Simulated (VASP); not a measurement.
A run of VASP 6.6.1 is set up as follows.

File INCAR:

```
ALGO     = Normal         # electronic algorithm
EDIFF    = 1E-6           # SCF threshold, eV
ENCUT    = 520            # plane-wave cutoff, eV
GGA      = PE             # functional
ISIF     = 2              # what is computed and relaxed
ISMEAR   = -1             # smearing method
LASPH    = True           # aspherical terms in the spheres
LCHARG   = False          # write CHGCAR
LREAL    = False          # projectors in reciprocal space
LWAVE    = False          # write WAVECAR
NBANDS   = 18             # bands
NELM     = 80             # most SCF steps
PREC     = Accurate       # precision mode
SIGMA    = 0.05           # smearing width, eV
```

File KPOINTS:

```
k-points
0
Gamma
  14 14 7
```

File POSCAR:

```
Y
1.0
    3.2990998496      0.0000000000      0.0000000000
   -1.6495499248      2.8571042793      0.0000000000
    0.0000000000      0.0000000000      5.2347854933
Y
2
Direct
    0.3333333333      0.6666666667      0.2500000000
    0.6666666667      0.3333333333      0.7500000000
```

Potentials or basis: VASP PAW PBE potentials, release 64 (Y_sv).

The run is started by

```sh
$ cat potpaw_PBE.64/Y_sv/POTCAR > POTCAR
$ mpirun -np 1 vasp_std > vasp.out
```

Question: Estimate the band gap on the k mesh.

Answer: Zero (bands 11 and 12 overlap by 2.44 eV).

Question: What does it give for the pressure?

Answer: 17.1 GPa.

Caveat: the cell stands under pressure.
